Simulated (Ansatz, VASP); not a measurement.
## B3N2 in VASP and in Ansatz

Contents of INCAR:

```
PREC     = Accurate       # precision mode
ENCUT    = 520            # plane-wave cutoff, eV
EDIFF    = 1E-6           # SCF threshold, eV
ISMEAR   = 0              # smearing method
SIGMA    = 0.1            # smearing width, eV
LREAL    = False          # projectors in reciprocal space
LASPH    = True           # aspherical terms in the spheres
NELM     = 150            # most SCF steps
ALGO     = Normal         # electronic algorithm
ISIF     = 2              # what is computed and relaxed
LWAVE    = False          # write WAVECAR
LCHARG   = False          # write CHGCAR
ISPIN    = 2              # spin polarisation
MAGMOM   = 0 0 0 1 1      # initial moments
LORBIT   = 11             # projections on sites
GGA      = PE             # functional
NBANDS   = 22             # bands
```

File KPOINTS:

```
regular mesh
0
Gamma
  6 6 6
```

File POSCAR:

```
B3N2
1.0
    2.3941797400      1.3822803200      1.9333846200
   -2.3941797400      1.3822803200      1.9333846200
    0.0000000000     -2.7645606400      1.9333846200
B N
3 2
Direct
    0.0000000000      0.2500000000      0.7500000000
    0.7500000000      0.0000000000      0.2500000000
    0.2500000000      0.7500000000      0.0000000000
    0.2599999900      0.2599999900      0.2599999900
    0.7400000100      0.7400000100      0.7400000100
```

Input for Ansatz:

```yaml
crystal:
  lattice:
    - [2.39417974, 1.38228032, 1.93338462]
    - [-2.39417974, 1.38228032, 1.93338462]
    - [0.0, -2.76456064, 1.93338462]
  atoms:
    - { symbol: B, position: [0.0, 0.25, 0.75] }
    - { symbol: B, position: [0.75, 0.0, 0.25] }
    - { symbol: B, position: [0.25, 0.75, 0.0] }
    - { symbol: "N", position: [0.25999999, 0.25999999, 0.25999999], spin: 1.0 }
    - { symbol: "N", position: [0.74000001, 0.74000001, 0.74000001], spin: 1.0 }
basis:
  ecutwfc: 420
kpoints:
  mp_grid: { grid: [6, 6, 6] }
hamiltonian:
  xc: pbe
scf:
  occupations: { method: gaussian, width: 0.1 }
  lower_state_search: "off"
output:
  forces: true
  stress: true
  eigenvalues: true
  populations: true
magnetization:
  spin_polarized: true
```

Change from the starting cell: species swapped into the Ni3Se2 type (R32, No. 155).

Alike in both runs: task single point; functional PBE; k mesh 6 × 6 × 6; occupations gaussian, width 0.1 eV; collinear spin.

|  | VASP | Ansatz |
| --- | --- | --- |
| version | VASP 6.6.1 | Ansatz 0.2.0 |
| potentials or method | VASP PAW PBE potentials, release 64 (B, N), cutoff 520 eV | scalar-relativistic, plane waves, PAW |
| valence electrons in the cell | 19 | 19 |

```csv
,VASP,Ansatz,Ansatz less VASP
gap on the k mesh at the Fermi level (eV),none,none,-
pressure (GPa),-27.2,-27.1,+0.10
"traceless stress, the component that is largest in VASP (GPa)",16.16,16.02,-0.139
rms of the force components (eV/Å),0.602,0.603,+0.0006
net moment per atom (μB),0.00,0.00,0.000
```

Atom by atom the forces differ by 0.006 eV/Å (rms over components). A gap of «none» marks a metal or a gap that the smearing closes. The functional is the same, so the differences come from potentials, cutoffs and numerics. Ansatz's warnings: seeded moment not kept.
